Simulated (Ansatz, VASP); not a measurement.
# One calculation of MgCd3Te2, two programs

```xyz
6
Lattice="6.5060 0.0000 0.0000 -3.2530 5.6343 0.0000 0.0000 0.0000 3.8825" Properties=species:S:1:pos:R:3 pbc="T T T"
Mg    0.0000    0.0000    0.0000
Cd    3.2530    0.0000    1.9412
Cd    1.6265    2.8172    1.9412
Cd   -1.6265    2.8172    1.9412
Te    0.0000    3.7562    0.0000
Te    3.2530    1.8781    0.0000
```

Change from the starting cell: species swapped into the GdCo3B2 type (P6/mmm, No. 191).

Alike in both runs: task single point; functional PBE; k mesh 3 × 3 × 4; occupations gaussian, width 0.1 eV; no spin polarisation.

```csv
,VASP,Ansatz
version,VASP 6.6.1,Ansatz 0.2.0
potentials or method,"VASP PAW PBE potentials, release 64 (Mg, Cd, Te), cutoff 520 eV","scalar-relativistic, plane waves, PAW"
valence electrons in the cell,50,102
```

Ansatz gave:

| Property | Result |
| --- | --- |
| gap on the k mesh at the Fermi level (eV) | none |
| pressure (GPa) | 22.4 |
| traceless stress, the component that is largest in VASP (GPa) | 9.05 |

What did VASP give for the same quantities?

gap on the k mesh at the Fermi level (eV): none; pressure (GPa): 22.9; traceless stress, the component that is largest in VASP (GPa): 9.26.

A gap of «none» marks a metal or a gap that the smearing closes. VASP's potentials hold 50 valence electrons a cell and Ansatz's 102, so a difference there can come from the potentials and not from the codes.

The k mesh is coarse, so the values compare programs but aren't converged. Spin-orbit coupling is off throughout.
